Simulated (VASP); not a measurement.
# CuF (P4/mmm) in VASP: notebook, part 2 of 2

VASP 6.6.1.

## Step 4: Single point, PBE

INCAR

```
PREC = Accurate ; ENCUT = 520
EDIFF = 1E-6 ; ISMEAR = 1
SIGMA = 0.05 ; LREAL = F
LASPH = T ; NELM = 100
ALGO = Normal ; ISIF = 2
LWAVE = F ; LCHARG = T
GGA = PE ; LELF = T
LVHAR = T ; NBANDS = 16
```

KPOINTS

```
Automatic mesh
0
Gamma
  9 9 7
```

POSCAR

```
CuF
1.0
    2.4710065500      0.0000000000      0.0000000000
    0.0000000000      2.4710065500      0.0000000000
    0.0000000000      0.0000000000      3.4165013900
Cu F
1 1
Direct
    0.0000000000      0.0000000000      0.0000000000
    0.5000000000      0.5000000000      0.5000000000
```

Potentials or basis: VASP PAW PBE potentials, release 64 (Cu, F).

The run is started by

```
> cat potpaw_PBE.64/Cu/POTCAR potpaw_PBE.64/F/POTCAR > POTCAR
> mpirun -np 1 vasp_std > vasp.out
```

OUTCAR:

```text
PREC = Accurate
   ENCUT = 520
   EDIFF = 1E-6
   ISMEAR = 1
   LREAL = F
   LASPH = T
   NELM = 100
   ISIF = 2
   GGA = PE

 ion  position               nearest neighbor table
   1  0.000  0.000  0.000-
   2  0.500  0.500  0.500-

  LATTYP: Found a simple tetragonal cell.
 ALAT       =     2.4710065500
 C/A-ratio  =     1.3826355054

  Lattice vectors:

 A1 = (   2.4710065500,   0.0000000000,   0.0000000000)
 A2 = (   0.0000000000,   2.4710065500,   0.0000000000)
 A3 = (   0.0000000000,   0.0000000000,   3.4165013900)

Analysis of symmetry for initial positions (statically):
=====================================================================
 Subroutine PRICEL returns:
 Original cell was already a primitive cell.

 Routine SETGRP: Setting up the symmetry group for a
 simple tetragonal supercell.

 Subroutine GETGRP returns: Found 16 space group operations
 (whereof 16 operations were pure point group operations)
 out of a pool of 16 trial point group operations.

The static configuration has the point symmetry D_4h.

Analysis of symmetry for dynamics (positions and initial velocities):
=====================================================================
 Subroutine PRICEL returns:
 Original cell was already a primitive cell.

 Routine SETGRP: Setting up the symmetry group for a
 simple tetragonal supercell.

 Subroutine GETGRP returns: Found 16 space group operations
 (whereof 16 operations were pure point group operations)
 out of a pool of 16 trial point group operations.

The dynamic configuration has the point symmetry D_4h.

 Subroutine INISYM returns: Found 16 space group operations
 (whereof 16 operations are pure point group operations),
 and found     1 'primitive' translations

----------------------------------------------------------------------------------------

[... 108 lines left out ...]
   EFERMI_NEDOS =   21; number of points for ismear=-14 and -15
   IALGO  =     38    algorithm
   IMIX   =      4    mixing-type and parameters
     AMIX     =   0.40;   BMIX     =  1.00
     AMIX_MAG =   1.60;   BMIX_MAG =  1.00
  volume/ion in A,a.u.               =      10.43        70.39
  Fermi-wavevector in a.u.,A,eV,Ry     =   1.558556  2.945245 33.049887  2.429098
  Thomas-Fermi vector in A             =   2.662044
   LORBIT       =      0    0 simple, 1 ext, 2 COOP (PROOUT), +10 PAW based schemes
   GGA     = PE    functional components
   LHFCALC =     F    Hartree Fock is set to
   AEXX    =    0.0000 exact exchange contribution
   IVDW    =     0    specifies the selected vdW correction
   LEPSILON=     F    determine dielectric tensor
   LRPA    =     F    only Hartree local field effects (RPA)
 non-spin polarized calculation
 Methfessel and Paxton  Order N= 1 SIGMA  =   0.05
  energy-cutoff  :      520.00
  volume of cell :       20.86
 maximum number of plane-waves:       584
   NGX =  9   NGY =  9   NGZ = 13

 number of electron      17.9999968 magnetization

 Free energy of the ion-electron system (eV)
  ---------------------------------------------------
  ext. energy  EPLUGINS =         0.00000000
  ---------------------------------------------------
  free energy    TOTEN  =        -6.75747056 eV

  energy without entropy =       -6.75705793  energy(sigma->0) =       -6.75733302

 E-fermi :   4.3961     XC(G=0): -11.7826

 val. band max:        4.3910512427   @ k =   0.4444   0.4444   0.0000
 cond. band min:       4.4900547978   @ k =   0.1111   0.1111   0.0000
 fundamental gap:      0.0990035551
 Fermi energy:         4.3960645714

 k-point     1 :       0.0000    0.0000    0.0000
  band No.  band energies     occupation
      1     -18.9072      2.00000
      2      -0.7170      2.00000
      3       0.7384      2.00000
      4       1.7778      2.00000
      5       1.7778      2.00000
      6       1.7940      2.00000
[... 433 lines left out ...]
      3      -0.5922      2.00000
      4       1.5331      2.00000
      5       2.3563      2.00000
      6       3.1633      2.00000
[... 8 lines left out ...]
     15      26.0719      0.00000
     16      28.0342      0.00000

 [... further k-points ...]

------------------------ aborting loop because EDIFF is reached ----------------------------------------

  FORCE on cell =-STRESS in cart. coord.  units (eV):
  Direction    XX          YY          ZZ          XY          YZ          ZX
  --------------------------------------------------------------------------------------
  -------------------------------------------------------------------------------------
  Total        1.5813296      1.5813296     -1.4376252      0.0000000     -0.0000000      0.0000000
  in kB      121.4516961    121.4516961   -110.4146880      0.0000000     -0.0000000      0.0000000
  external PRESSURE =      44.1629014 kB  Pullay stress =       0.0000000 kB

 VOLUME and BASIS-vectors are now :
 -----------------------------------------------------------------------------
  energy-cutoff  :      520.00
  volume of cell :       20.86
      direct lattice vectors                 reciprocal lattice vectors
     2.471006550  0.000000000  0.000000000     0.404693383  0.000000000  0.000000000
     0.000000000  2.471006550  0.000000000     0.000000000  0.404693383  0.000000000
     0.000000000  0.000000000  3.416501390     0.000000000  0.000000000  0.292697086

 POSITION                                       TOTAL-FORCE (eV/Angst)
 -----------------------------------------------------------------------------------
      0.00000      0.00000      0.00000         0.000000      0.000000      0.000000
      1.23550      1.23550      1.70825         0.000000      0.000000      0.000000
 -----------------------------------------------------------------------------------
    total drift:                                0.000000     -0.000000     -0.000000

  FREE ENERGIE OF THE ION-ELECTRON SYSTEM (eV)
  ---------------------------------------------------
  free  energy   TOTEN  =        -6.7574705597 eV

  energy  without entropy=       -6.7570579325  energy(sigma->0) =       -6.75733302
```

OSZICAR:

```text
N       E                     dE             d eps       ncg     rms          rms(c)
DAV:   1     0.103212443709E+03    0.10321E+03   -0.95780E+03  2088   0.179E+03
DAV:   2    -0.266788987988E+01   -0.10588E+03   -0.95744E+02  2064   0.303E+02
DAV:   3    -0.804817266569E+01   -0.53803E+01   -0.52954E+01  2304   0.704E+01
DAV:   4    -0.810302786782E+01   -0.54855E-01   -0.54845E-01  2224   0.682E+00
DAV:   5    -0.810397528850E+01   -0.94742E-03   -0.94742E-03  2520   0.902E-01    0.782E+00
DAV:   6    -0.753916807174E+01    0.56481E+00   -0.59277E+00  2560   0.656E+01    0.659E+00
DAV:   7    -0.677092536009E+01    0.76824E+00   -0.16151E+00  2352   0.586E+01    0.128E+00
DAV:   8    -0.676214948128E+01    0.87759E-02   -0.16730E-01  2272   0.494E+00    0.447E-01
DAV:   9    -0.675765856437E+01    0.44909E-02   -0.63191E-03  2936   0.295E+00    0.173E-01
DAV:  10    -0.675745265668E+01    0.20591E-03   -0.16206E-03  2848   0.101E+00    0.326E-02
DAV:  11    -0.675747733468E+01   -0.24678E-04   -0.85854E-05  2336   0.115E-01    0.323E-02
DAV:  12    -0.675747072470E+01    0.66100E-05   -0.42964E-05  2768   0.125E-01    0.589E-03
DAV:  13    -0.675747055968E+01    0.16502E-06   -0.92957E-07  1400   0.129E-02
   1 F= -.67574706E+01 E0= -.67573330E+01  d E =-.412627E-03
```

stdout:

```text
POSCAR found type information on POSCAR CuF
 POSCAR found :  2 types and       2 ions
 scaLAPACK will be used
 LDA part: xc-table for (Slater+PW92), standard interpolation
 POSCAR, INCAR and KPOINTS ok, starting setup
 FFT: planning ... GRIDC
 FFT: planning ... GRID_SOFT
 FFT: planning ... GRID
 WAVECAR not read
 entering main loop
```

Wall time 34 s (1 thread of Intel Xeon 8259CL, shared host); peak memory 0.14 GiB.

Results:

- Free energy: -6.7575 eV
- Pressure: 4.4 GPa
- Band gap on the k mesh: zero (band 9 reaches 4.39 eV, above the bottom of band 10 at 4.02 eV)

Stress tensor (GPa, compression positive):
```
 12.15   0.00   0.00
  0.00  12.15   0.00
  0.00   0.00 -11.04
```

Levels at points of the mesh, in eV from the Fermi level:
```csv
k point,band 5,band 6,band 7,band 8,band 9,band 10,band 11,band 12,band 13,band 14
"(0.00, 0.00, 0.00)",-2.62,-2.60,-0.81,-0.58,-0.58,-0.38,11.80,13.86,19.56,20.51
```

Caveat: semilocal functionals often make such compounds metallic where correlation or magnetic order opens a gap, which also shifts bond lengths. With open d or f shells a metallic result of PBE can be an artefact of self-interaction; +U or a hybrid may open a gap.
